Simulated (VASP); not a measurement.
# Si (I4/mmm) in VASP: further runs, part 2 of 2

VASP 6.6.1.

**4. Single point, PBEsol**

This run uses another cell than the first one, of 14.82 Å³/atom, 1.039 times its volume.

Contents of INCAR:

```
SYSTEM = Si
ALGO = Normal ; EDIFF = 1E-7
ENCUT = 520 ; GGA = PS
ISIF = 2 ; ISMEAR = -1
LASPH = .TRUE. ; LCHARG = .FALSE.
LREAL = .FALSE. ; LWAVE = .FALSE.
NBANDS = 8 ; NELM = 80
PREC = Accurate ; SIGMA = 0.1
```

Contents of KPOINTS:

```
k-points
0
G
  14 14 14
  0 0 0
```

Contents of POSCAR:

```
Si
1.0
   -1.6588182969      1.6588182969      1.3462253978
    1.6588182969     -1.6588182969      1.3462253978
    1.6588182969      1.6588182969     -1.3462253978
Si
1
Direct
    0.0000000000      0.0000000000      0.0000000000
```

Potentials or basis: VASP PAW PBE potentials, release 64 (Si).

Launch:

```
$ cat potpaw_PBE.64/Si/POTCAR > POTCAR
$ mpirun -np 1 vasp_std > vasp.out
```

OUTCAR:

```text
SYSTEM = Si
   EDIFF = 1E-7
   ENCUT = 520
   GGA = PS
   ISIF = 2
   ISMEAR = -1
   LASPH = .TRUE.
   LREAL = .FALSE.
   NELM = 80
   PREC = Accurate

 ion  position               nearest neighbor table
   1  0.000  0.000  0.000-

  LATTYP: Found a body centered tetragonal cell.
 ALAT       =     3.3176365938
 C/A-ratio  =     0.8115568778

  Lattice vectors:

 A1 = (  -1.6588182969,   1.6588182969,   1.3462253978)
 A2 = (   1.6588182969,  -1.6588182969,   1.3462253978)
 A3 = (   1.6588182969,   1.6588182969,  -1.3462253978)

Analysis of symmetry for initial positions (statically):
=====================================================================
 Subroutine PRICEL returns:
 Original cell was already a primitive cell.

 Routine SETGRP: Setting up the symmetry group for a
 body centered tetragonal supercell.

 Subroutine GETGRP returns: Found 16 space group operations
 (whereof 16 operations were pure point group operations)
 out of a pool of 16 trial point group operations.

The static configuration has the point symmetry D_4h.

Analysis of symmetry for dynamics (positions and initial velocities):
[... 154 lines left out ...]
  energy without entropy =       -5.37276370  energy(sigma->0) =       -5.38022988

 E-fermi :   9.7825     XC(G=0): -11.1411

 val. band max:        9.7770481186   @ k =  -0.3571  -0.4286   0.3571
 cond. band min:       9.8099392109   @ k =  -0.4286  -0.4286   0.3571
 fundamental gap:      0.0328910922
 Fermi energy:         9.7825370725

 k-point     1 :       0.0000    0.0000    0.0000
  band No.  band energies     occupation
      1      -4.4485      2.00000
      2      19.2230      0.00000
      3      19.3258      0.00000
      4      19.3258      0.00000
      5      22.4647      0.00000
      6      22.7708      0.00000
      7      24.6490      0.00000
      8      24.6490      0.00000
[... 243 lines left out ...]
 k-point    24 :       0.2857    0.1429   -0.0000
  band No.  band energies     occupation
      1       0.5247      2.00000
      2       8.5897      1.99999
      3      12.1862      0.00000
      4      14.5329      0.00000
      5      19.4028      0.00000
      6      21.5444      0.00000
      7      24.3848      0.00000
      8      28.9460      0.00000

 [... further k-points ...]
[... 5 lines left out ...]
  --------------------------------------------------------------------------------------
  -------------------------------------------------------------------------------------
  Total       -0.3301136     -0.3301136     -0.4921543      0.0000000      0.0000000      0.0000000
  in kB      -35.6942816    -35.6942816    -53.2152888      0.0000000      0.0000000      0.0000000
  external PRESSURE =     -41.5346173 kB  Pullay stress =       0.0000000 kB

 VOLUME and BASIS-vectors are now :
 -----------------------------------------------------------------------------
  energy-cutoff  :      520.00
  volume of cell :       14.82
      direct lattice vectors                 reciprocal lattice vectors
    -1.658818297  1.658818297  1.346225398     0.000000000  0.301419390  0.371408830
     1.658818297 -1.658818297  1.346225398     0.301419390  0.000000000  0.371408830
     1.658818297  1.658818297 -1.346225398     0.301419390  0.301419390  0.000000000

 POSITION                                       TOTAL-FORCE (eV/Angst)
 -----------------------------------------------------------------------------------
      0.00000      0.00000      0.00000        -0.000000      0.000000      0.000000
 -----------------------------------------------------------------------------------
    total drift:                                0.000000      0.000000     -0.000000

  FREE ENERGIE OF THE ION-ELECTRON SYSTEM (eV)
  ---------------------------------------------------
  free  energy   TOTEN  =        -5.3876960675 eV

  energy  without entropy=       -5.3727636965  energy(sigma->0) =       -5.38022988
```

stdout:

```text
POSCAR found type information on POSCAR Si
 POSCAR found :  1 types and       1 ions
 scaLAPACK will be used
 -----------------------------------------------------------------------------
|                                                                             |
|                                                                             |
|     You enforced a specific xc type in the INCAR file but a different       |
|     I HOPE YOU KNOW WHAT YOU ARE DOING!                                     |
|                                                                             |
 -----------------------------------------------------------------------------

 LDA part: xc-table for (Slater+PW92), standard interpolation
 POSCAR, INCAR and KPOINTS ok, starting setup
 FFT: planning ... GRIDC
 FFT: planning ... GRID_SOFT
 FFT: planning ... GRID
 WAVECAR not read
 entering main loop
```

It took 7.7 s on 1 thread of Intel Xeon 6975P-C (Granite Rapids), shared host; peak memory 0.13 GiB.

Results:

```yaml
Free_energy: -5.3877 eV
Pressure: -4.2 GPa
Band_gap_on_the_k_mesh: zero (band 2 reaches 19.22 eV, above the bottom of band 3 at 6.48 eV)
```

Stress tensor (GPa, compression positive):
```
-3.57  0.00  0.00
 0.00 -3.57  0.00
 0.00  0.00 -5.32
```

Caveat: the PAW data sets were made with another functional, which shifts forces and pressure a little.

**5. The runs side by side**

| cell | gap on the mesh (eV) | pressure (GPa) |
| --- | --- | --- |
| a = 2.670 Å, angles 104.3, 104.3, 120.3°, 1 atom | none | -1.0 |
| a = 2.688 Å, angles 104.3, 104.3, 120.3°, 1 atom | none | -2.6 |
| a = 2.705 Å, angles 104.3, 104.3, 120.3°, 1 atom | none | -4.2 |

Alike in all rows: task single point; level PBEsol; potentials or basis VASP PAW PBE potentials, release 64 (Si); no spin polarisation; k mesh 14 × 14 × 14; cutoff (eV) 520; smearing fermi-dirac 0.1 eV.

Caveats: the PAW data sets were made with another functional, which shifts forces and pressure a little.

Total energies depend on the potentials used, so only differences within one code and one set of settings carry meaning.
